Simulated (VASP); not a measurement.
# Ta4N in VASP: further runs

Runs on Ta4N. Level: PBE. Tasks: single point.

Program: VASP 6.6.1. These are calculated values, not measurements. Logs are shortened: lines on timing, memory, paths and dates and some standing lists are left out, and cuts for length are marked.

## Step 1: The cell of the first run

The cell holds a slab with vacuum, 5 atoms: a = 3.319 Å, b = 3.319 Å, c = 20.300 Å, α = 90.00°, β = 90.00°, γ = 90.00°.

## Step 2: Single point, PBE

INCAR reads:

```
PREC = Accurate
ENCUT = 520
EDIFF = 1E-6
ISMEAR = 0
SIGMA = 0.1
LREAL = F
LASPH = T
NELM = 80
ALGO = Normal
ISIF = 2
LWAVE = F
LCHARG = F
LDIPOL = T
IDIPOL = 3
DIPOL = 0.5 0.5 0.356
GGA = PE
NBANDS = 32
```

KPOINTS reads:

```
regular mesh
0
Gamma
  8 8 1
```

POSCAR reads:

```
Ta4N
1.0
    3.3189671338      0.0000000000      0.0000000000
    0.0000000000      3.3189671338      0.0000000000
    0.0000000000      0.0000000000     20.2996559829
Ta N
4 1
Direct
    0.5000000000      0.5000000000      0.1970476743
    0.0000000000      0.0000000000      0.2787970186
    0.5000000000      0.5000000000      0.3599139064
    0.0000000000      0.0000000000      0.4334879365
    0.0000000000      0.2500000000      0.5104278317
```

Potentials or basis: VASP PAW PBE potentials, release 64 (Ta_pv, N).

Run with:

```sh
$ cat potpaw_PBE.64/Ta_pv/POTCAR potpaw_PBE.64/N/POTCAR > POTCAR
$ mpirun -np 1 vasp_std > vasp.out
```

OUTCAR:

```text
PREC = Accurate
   ENCUT = 520
   EDIFF = 1E-6
   ISMEAR = 0
   LREAL = F
   LASPH = T
   NELM = 80
   ISIF = 2
   GGA = PE

 ion  position               nearest neighbor table
   1  0.500  0.500  0.197-   2 2.87   2 2.87   2 2.87   2 2.87   3 3.31
   2  0.000  0.000  0.279-   3 2.87   3 2.87   3 2.87   3 2.87   1 2.87   1 2.87   1 2.87   1 2.87
                             4 3.14
   3  0.500  0.500  0.360-   4 2.78   4 2.78   4 2.78   4 2.78   2 2.87   2 2.87   2 2.87   2 2.87
                             1 3.31
   4  0.000  0.000  0.433-   5 1.77   3 2.78   3 2.78   3 2.78   3 2.78   2 3.14
   5  0.000  0.250  0.510-   4 1.77

  LATTYP: Found a simple tetragonal cell.
 ALAT       =     3.3189671338
 C/A-ratio  =     6.1162570054

  Lattice vectors:

 A1 = (   3.3189671338,   0.0000000000,   0.0000000000)
 A2 = (   0.0000000000,   3.3189671338,   0.0000000000)
 A3 = (   0.0000000000,   0.0000000000,  20.2996559829)

Analysis of symmetry for initial positions (statically):
=====================================================================
 Subroutine PRICEL returns:
 Original cell was already a primitive cell.

 Routine SETGRP: Setting up the symmetry group for a
 simple tetragonal supercell.

 Subroutine GETGRP returns: Found  2 space group operations
 (whereof  2 operations were pure point group operations)
 out of a pool of 16 trial point group operations.

The static configuration has the point symmetry C_1h.

Analysis of symmetry for dynamics (positions and initial velocities):
=====================================================================
 Subroutine PRICEL returns:
 Original cell was already a primitive cell.

 Routine SETGRP: Setting up the symmetry group for a
 simple tetragonal supercell.

 Subroutine GETGRP returns: Found  2 space group operations
 (whereof  2 operations were pure point group operations)
 out of a pool of 16 trial point group operations.

The dynamic configuration has the point symmetry C_1h.

 Subroutine INISYM returns: Found  2 space group operations
 (whereof  2 operations are pure point group operations),
 and found     1 'primitive' translations

----------------------------------------------------------------------------------------

                                     Primitive cell

  volume of cell :     223.6117

  direct lattice vectors                    reciprocal lattice vectors
     3.318967134  0.000000000  0.000000000     0.301298555  0.000000000  0.000000000
     0.000000000  3.318967134  0.000000000     0.000000000  0.301298555  0.000000000
     0.000000000  0.000000000 20.299655983     0.000000000  0.000000000  0.049261919

  length of vectors
     3.318967134  3.318967134 20.299655983     0.301298555  0.301298555  0.049261919

  position of ions in fractional coordinates (direct lattice)
     0.500000000  0.500000000  0.197047674
     0.000000000  0.000000000  0.278797019
     0.500000000  0.500000000  0.359913906
     0.000000000  0.000000000  0.433487937
     0.000000000  0.250000000  0.510427832

  ion indices of the primitive-cell ions
   primitive index   ion index
                 1           1
                 2           2
                 3           3
                 4           4
                 5           5

----------------------------------------------------------------------------------------

 KPOINTS: regular mesh

Automatic generation of k-mesh.
 Grid dimensions read from file:
 generate k-points for:    8    8    1

 Generating k-lattice:

  Cartesian coordinates                     Fractional coordinates (reciprocal lattice)
     0.037662319  0.000000000  0.000000000     0.125000000  0.000000000  0.000000000
     0.000000000  0.037662319  0.000000000     0.000000000  0.125000000  0.000000000
     0.000000000  0.000000000  0.049261919     0.000000000  0.000000000  1.000000000

  Length of vectors
     0.037662319  0.037662319  0.049261919

  Shift w.r.t. Gamma in fractional coordinates (k-lattice)
     0.000000000  0.000000000  0.000000000

 Subroutine IBZKPT returns following result:
 ===========================================

 Found     25 irreducible k-points:

 Following reciprocal coordinates:
            Coordinates               Weight
  0.000000  0.000000  0.000000      1.000000
  0.125000  0.000000  0.000000      2.000000
  0.000000  0.125000  0.000000      2.000000
  0.250000  0.000000  0.000000      2.000000
  0.000000  0.250000  0.000000      2.000000
  0.375000  0.000000  0.000000      2.000000
[... 16 lines left out ...]
  0.500000  0.375000  0.000000      2.000000
 -0.375000  0.500000  0.000000      2.000000
   k-points           NKPTS =     25   k-points in BZ     NKDIM =     25   number of bands    NBANDS=     32
   number of dos      NEDOS =    301   number of ions     NIONS =      5
   total plane-waves  NPLWV = 125440
   dimension x,y,z NGX =    28 NGY =   28 NGZ =  160
   dimension x,y,z NGXF=    56 NGYF=   56 NGZF=  320
   ions per type =               4   1
   NGX,Y,Z   is equivalent  to a cutoff of  14.03, 14.03, 13.10 a.u.
   NGXF,Y,Z  is equivalent  to a cutoff of  28.05, 28.05, 26.21 a.u.
 SYSTEM =  unknown system
   PREC   = accura    normal or accurate (medium, high low for compatibility)
   ISTART =      0    job   : 0-new  1-cont  2-samecut
   ICHARG =      2    charge: 1-file 2-atom 10-const
   ISPIN  =      1    spin polarized calculation?
   LNONCOLLINEAR =      F non collinear calculations
   LSORBIT =      F    spin-orbit coupling
   LASPH  =      T    aspherical Exc in radial PAW
   ENCUT  =  520.0 eV  38.22 Ry    6.18 a.u.   6.17  6.17 37.74*2*pi/ulx,y,z
   NELM   =     80;   NELMIN=  2; NELMDL= -5     # of ELM steps
   EDIFF  = 0.1E-05   stopping-criterion for ELM
   LREAL  =      F    real-space projection
   EDIFFG = 0.1E-04   stopping-criterion for IOM
   NSW    =      0    number of steps for IOM
   IBRION =     -1    ionic relax: 0-MD 1-quasi-New 2-CG
   NFREE  =      0    steps in history (QN), initial steepest desc. (CG)
   ISIF   =      2    stress and relaxation
   ISYM   =      2    0-nonsym 1-usesym 2-fastsym
   POTIM  = 0.5000    time-step for ionic-motion
   TEBEG  =    0.0;   TEEND  =   0.0 temperature during run
   PSTRESS=    0.0 pullay stress
   NELECT =      49.0000    total number of electrons
   NUPDOWN=      -1.0000    fix difference up-down
   EMIN   =  10.00;   EMAX   =-10.00  energy-range for DOS
   EFERMI =   0.00;   METHOD = LEGACY
   ISMEAR =     0;   SIGMA  =   0.10  broadening in eV -4-tet -1-fermi 0-gaus
   EFERMI_NEDOS =   21; number of points for ismear=-14 and -15
   IALGO  =     38    algorithm
   IMIX   =      4    mixing-type and parameters
     AMIX     =   0.40;   BMIX     =  1.00
     AMIX_MAG =   1.60;   BMIX_MAG =  1.00
  volume/ion in A,a.u.               =      44.72       301.80
  Fermi-wavevector in a.u.,A,eV,Ry     =   0.986981  1.865123 13.253856  0.974131
  Thomas-Fermi vector in A             =   2.118401
   LORBIT       =      0    0 simple, 1 ext, 2 COOP (PROOUT), +10 PAW based schemes
   GGA     = PE    functional components
   LHFCALC =     F    Hartree Fock is set to
   AEXX    =    0.0000 exact exchange contribution
   IVDW    =     0    specifies the selected vdW correction
   LEPSILON=     F    determine dielectric tensor
   LRPA    =     F    only Hartree local field effects (RPA)
 non-spin polarized calculation
 Gauss-broadening in eV      SIGMA  =   0.10
  energy-cutoff  :      520.00
  volume of cell :      223.61
 maximum number of plane-waves:      6059
 NGX is ok and might be reduce to    28
   NGX = 13   NGY = 13   NGZ = 75

 dipolmoment           0.000000      0.000000     -0.001336 electrons x Angstroem

 number of electron      48.9999994 magnetization

 dipolmoment           0.000000      0.000000      0.223737 electrons x Angstroem

 Free energy of the ion-electron system (eV)
  ---------------------------------------------------
  ext. energy  EPLUGINS =         0.00000000
  ---------------------------------------------------
  free energy    TOTEN  =       -50.45719535 eV

  energy without entropy =      -50.42041628  energy(sigma->0) =      -50.43880581

 E-fermi :  -1.6487     XC(G=0):  -5.5560

 val. band max:       -1.6546598915   @ k =   0.3750   0.2500   0.0000
 cond. band min:      -1.6464377116   @ k =   0.2500   0.1250   0.0000
 fundamental gap:      0.0082221799
 Fermi energy:        -1.6486831857

 k-point     1 :       0.0000    0.0000    0.0000
  band No.  band energies     occupation
      1     -36.6097      2.00000
      2     -36.4193      2.00000
      3     -36.4129      2.00000
      4     -35.8352      2.00000
      5     -35.7577      2.00000
      6     -35.7523      2.00000
[... 24 lines left out ...]
     31       0.8032      0.00000
     32       1.0979      0.00000

 k-point     2 :       0.1250    0.0000    0.0000
  band No.  band energies     occupation
      1     -36.6137      2.00000
      2     -36.4471      2.00000
      3     -36.4111      2.00000
      4     -35.8515      2.00000
      5     -35.8302      2.00000
      6     -35.7315      2.00000
[... 24 lines left out ...]
     31       0.7721      0.00000
     32       1.1601      0.00000
[... 733 lines left out ...]
     31       1.9707      0.00000
     32       2.5467      0.00000

 k-point    24 :      -0.3750    0.5000    0.0000
  band No.  band energies     occupation
      1     -36.6287      2.00000
      2     -36.6034      2.00000
      3     -36.5334      2.00000
      4     -36.0510      2.00000
      5     -36.0281      2.00000
      6     -35.7426      2.00000
[... 24 lines left out ...]
     31       2.0177      0.00000
     32       2.3643      0.00000

 [... further k-points ...]

------------------------ aborting loop because EDIFF is reached ----------------------------------------

 vacuum level on the upper side and lower side of the slab       (xc-potential included)         1.778        -1.939

  FORCE on cell =-STRESS in cart. coord.  units (eV):
  Direction    XX          YY          ZZ          XY          YZ          ZX
  --------------------------------------------------------------------------------------
  -------------------------------------------------------------------------------------
  Total       -0.8467114     -2.3449908      1.7902870      0.0000000      2.1210299      0.0000000
  in kB       -6.0666843    -16.8018513     12.8274008      0.0000000     15.1971721      0.0000000
  external PRESSURE =      -3.3470449 kB  Pullay stress =       0.0000000 kB

 VOLUME and BASIS-vectors are now :
 -----------------------------------------------------------------------------
  energy-cutoff  :      520.00
  volume of cell :      223.61
      direct lattice vectors                 reciprocal lattice vectors
     3.318967134  0.000000000  0.000000000     0.301298555  0.000000000  0.000000000
     0.000000000  3.318967134  0.000000000     0.000000000  0.301298555  0.000000000
     0.000000000  0.000000000 20.299655983     0.000000000  0.000000000  0.049261919

 POSITION                                       TOTAL-FORCE (eV/Angst)
 -----------------------------------------------------------------------------------
      1.65948      1.65948      4.00000         0.000000      0.134991      1.240791
      0.00000      0.00000      5.65948         0.000000      0.031797     -1.313837
      1.65948      1.65948      7.30613         0.000000      0.009238     -2.138659
      0.00000      0.00000      8.79966         0.000000     -2.022329      1.924984
      0.00000      0.82974     10.36151         0.000000      1.846303      0.286721
 -----------------------------------------------------------------------------------
    total drift:                               -0.000000     -0.000013     -0.000325

  FREE ENERGIE OF THE ION-ELECTRON SYSTEM (eV)
  ---------------------------------------------------
  free  energy   TOTEN  =       -50.4571953470 eV

  energy  without entropy=      -50.4204162763  energy(sigma->0) =      -50.43880581

 vacuum level on the upper side and lower side of the slab         5.972         2.162
```

Run time: 3.5 min. Hardware: 1 thread of Intel Xeon 6975P-C (Granite Rapids), shared host; peak memory 0.43 GiB.

What came out:

```
Free energy   : -50.4572 eV
Largest force : 2.792 eV/Å
```

Forces in eV/Å, atoms in the order of the input:
```
Ta   0.000  0.135  1.241
Ta   0.000  0.032 -1.314
Ta   0.000  0.009 -2.139
Ta   0.000 -2.022  1.925
N    0.000  1.846  0.287
```

Levels at points of the mesh, in eV from the Fermi level:
```
           k point  band 20  band 21  band 22  band 23  band 24  band 25  band 26  band 27  band 28  band 29
(0.00, 0.00, 0.00)    -1.48    -1.12    -0.44    -0.09     0.34     0.34     0.57     0.79     1.00     1.15
(0.50, 0.00, 0.00)    -1.66    -1.38    -0.88    -0.72    -0.31     0.32     0.65     1.05     1.19     1.23
(0.00, 0.50, 0.00)    -1.77    -1.41    -0.99    -0.71    -0.62     0.27     0.61     0.96     1.12     1.23
(0.50, 0.50, 0.00)    -1.91    -1.51    -1.50    -0.94    -0.90     0.30     0.41     2.06     2.08     2.39
```

Caveat: spin-orbit coupling is left out, which moves the levels of the heavy elements.

## Step 3: Single point, PBE

INCAR reads:

```
SYSTEM = Ta4N
PREC = Accurate
ENCUT = 520
EDIFF = 1E-6
ISMEAR = 0
SIGMA = 0.1
LREAL = .False.
LASPH = .True.
NELM = 80
ALGO = Normal
ISIF = 2
LWAVE = .False.
LCHARG = .False.
LDIPOL = .True.
IDIPOL = 3
DIPOL = 0.5 0.5 0.347
GGA = PE
NBANDS = 32
```

KPOINTS reads:

```
Automatic mesh
0
Gamma
  8 8 1
  0 0 0
```

Changes to POSCAR since step 2:

```diff
@@ -12,2 +12,2 @@
     0.0000000000      0.0000000000      0.4334879365
-    0.0000000000      0.2500000000      0.5104278317
+    0.2500000000      0.5000000000      0.4667461187
```

Potentials or basis: VASP PAW PBE potentials, release 64 (Ta_pv, N).

Run with:

```sh
$ cat potpaw_PBE.64/Ta_pv/POTCAR potpaw_PBE.64/N/POTCAR > POTCAR
$ mpirun -np 1 vasp_std > vasp.out
```

It took 3.2 min on 1 thread of Intel Xeon 6975P-C (Granite Rapids), shared host; peak memory 0.42 GiB.

Results (log left out):

* Free energy: -53.6204 eV
* Largest force: 2.780 eV/Å

Forces in eV/Å, atoms in the order of the input:
```
Ta   0.077  0.000  1.263
Ta   0.244  0.000 -0.844
Ta  -1.021  0.000 -2.586
Ta  -0.588  0.000  2.084
N    1.289  0.000  0.083
```

Levels at points of the mesh, in eV from the Fermi level:
| k point | band 22 | band 23 | band 24 | band 25 | band 26 | band 27 | band 28 | band 29 |
| --- | --- | --- | --- | --- | --- | --- | --- | --- |
| (0.00, 0.00, 0.00) | -0.16 | 0.05 | 0.32 | 0.42 | 0.47 | 0.83 | 0.91 | 1.36 |
| (0.50, 0.00, 0.00) | -0.95 | -0.83 | -0.20 | 0.11 | 0.72 | 1.33 | 1.62 | 1.89 |
| (0.00, 0.50, 0.00) | -1.15 | -0.95 | -0.88 | -0.07 | 0.20 | 0.25 | 0.89 | 1.91 |
| (0.50, 0.50, 0.00) | -1.67 | -0.91 | -0.41 | -0.36 | 2.03 | 2.07 | 2.39 | 2.48 |

Caveat: spin-orbit coupling is left out, which moves the levels of the heavy elements.

(Continued in part 2 of 2.)
